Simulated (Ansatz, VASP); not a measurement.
# SnO2 in VASP and in Ansatz

File INCAR:

```
ALGO = Normal ; EDIFF = 1E-6
ENCUT = 520 ; GGA = PE
ISIF = 2 ; ISMEAR = -1
LASPH = True ; LCHARG = False
LREAL = False ; LWAVE = False
NBANDS = 35 ; NELM = 60
PREC = Accurate ; SIGMA = 0.001
```

KPOINTS

```
k-points
0
Gamma
  5 5 7
```

File POSCAR:

```
SnO2
1.0
    4.7373500000      0.0000000000      0.0000000000
    0.0000000000      4.7373500000      0.0000000000
    0.0000000000      0.0000000000      3.1864000000
Sn O
2 4
Direct
    0.0000000000      0.0000000000      0.0000000000
    0.5000000000      0.5000000000      0.5000000000
    0.3056200000      0.3056200000      0.0000000000
    0.1943800000      0.8056200000      0.5000000000
    0.6943800000      0.6943800000      0.0000000000
    0.8056200000      0.1943800000      0.5000000000
```

Input for Ansatz:

```yaml
crystal:
  lattice:
    - [4.73735, 0.0, 0.0]
    - [0.0, 4.73735, 0.0]
    - [0.0, 0.0, 3.1864]
  atoms:
    - { symbol: Sn, position: [0.0, 0.0, 0.0] }
    - { symbol: Sn, position: [0.5, 0.5, 0.5] }
    - { symbol: O, position: [0.30562, 0.30562, 0.0] }
    - { symbol: O, position: [0.19438, 0.80562, 0.5] }
    - { symbol: O, position: [0.69438, 0.69438, 0.0] }
    - { symbol: O, position: [0.80562, 0.19438, 0.5] }
hamiltonian:
  xc: pbe
  pseudopotentials: { kind: paw }
basis:
  ecutwfc: 420
kpoints:
  mp_grid: { grid: [5, 5, 7] }
scf:
  occupations: { method: fermi_dirac, width: 0.001 }
  lower_state_search: "off"
  algorithm: density_mixing
  max_iter: 30
  mixing: {}
output:
  forces: true
  stress: true
  write_density: true
  write_potential: true
  elf: true
  volumetric_format: npy
```

Alike in both runs: task single point; functional PBE; k mesh 5 × 5 × 7; occupations fermi-dirac, width 0.001 eV; no spin polarisation.

```csv
,VASP,Ansatz
version,VASP 6.6.1,Ansatz 0.2.0
potentials or method,"VASP PAW PBE potentials, release 64 (Sn_d, O), cutoff 520 eV","PAW, plane waves, scalar-relativistic"
valence electrons in the cell,52,52
```

Ansatz gave:

| Property | Result |
| --- | --- |
| gap on the k mesh at the Fermi level (eV) | 1.25 |
| pressure (GPa) | 10.8 |
| traceless stress, the component that is largest in VASP (GPa) | 1.53 |
| rms of the force components (eV/Å) | 0.017 |

Q: Which values does VASP return?

A: gap on the k mesh at the Fermi level (eV): 1.24; pressure (GPa): 11.5; traceless stress, the component that is largest in VASP (GPa): 1.75; rms of the force components (eV/Å): 0.024.

Atom by atom the forces differ by 0.008 eV/Å (rms over components).
